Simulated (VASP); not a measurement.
Wanted: the native input for a VASP 6.6.1 run.

- Task: single point
- Functional: PBEsol
- Potentials or basis: VASP PAW PBE potentials, release 64 (Al, N)
- Cutoff: 520 eV
- k mesh: 9 × 9 × 6
- Occupations: gaussian, width 0.05 eV
- Spin: no spin polarisation
- Dipole correction: no
- Further INCAR settings: ALGO = Normal; EDIFF = 1e-06; NBANDS = 16

The structure of AlN lies in POSCAR:

```
AlN
1.0
    3.3014407767      0.0000000000      0.0000000000
   -1.6507203884      2.8591315817      0.0000000000
    0.0000000000      0.0000000000      4.2228000000
Al N
2 2
Direct
    0.3333333333      0.6666666667      0.7500000000
    0.6666666667      0.3333333333      0.2500000000
    0.3333333333      0.6666666667      0.2500000000
    0.6666666667      0.3333333333      0.7500000000
```

These files were run (other wordings do the same):

INCAR

```
PREC = Accurate ; ENCUT = 520
EDIFF = 1E-6 ; ISMEAR = 0
SIGMA = 0.05 ; LREAL = False
LASPH = True ; NELM = 80
ALGO = Normal ; ISIF = 2
LWAVE = False ; LCHARG = False
GGA = PS ; NBANDS = 16
```

KPOINTS

```
regular mesh
0
Gamma
  9 9 6
```

Potentials or basis: VASP PAW PBE potentials, release 64 (Al, N).

Command:

```console
$ cat potpaw_PBE.64/Al/POTCAR potpaw_PBE.64/N/POTCAR > POTCAR
$ mpirun -np 1 vasp_std > vasp.out
```

It gave:

- Pressure: -3.5 GPa
- Band gap on the k mesh: 3.14 eV, direct

Caveat: the PAW data sets were made with another functional, which shifts forces and pressure a little.

Wall time 16 s on 1 thread of Intel Xeon 6975P-C, on a shared host, peak memory 0.17 GiB.
